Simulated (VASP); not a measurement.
Input of a VASP 6.6.1 run:

The input INCAR:

```
SYSTEM = KCl
ALGO = Normal
EDIFF = 1E-7
ENCUT = 520
GGA = PE
ISIF = 2
ISMEAR = 0
LASPH = .True.
LCHARG = .False.
LREAL = .False.
LWAVE = .False.
NBANDS = 15
NELM = 80
PREC = Accurate
SIGMA = 0.01
```

File KPOINTS:

```
k-points
0
Gamma
  4 4 4
  0 0 0
```

The input POSCAR:

```
KCl
1.0
    3.7708086025      0.0000000000      0.0000000000
    0.0000000000      3.7708086025      0.0000000000
    0.0000000000      0.0000000000      3.7708086025
K Cl
1 1
Direct
    0.0000000000      0.0000000000      0.0000000000
    0.5000000000      0.5000000000      0.5000000000
```

Potentials or basis: VASP PAW PBE potentials, release 64 (K_sv, Cl).

The run is started by

```sh
$ cat potpaw_PBE.64/K_sv/POTCAR potpaw_PBE.64/Cl/POTCAR > POTCAR
$ mpirun -np 1 vasp_std > vasp.out
```

**Question.** Estimate the pressure.

**Answer.** 1.1 GPa.

**Question.** What does it give for the band gap on the k mesh?

**Answer.** 5.03 eV, indirect (least direct gap 5.24 eV).

A k mesh can miss the band edges.
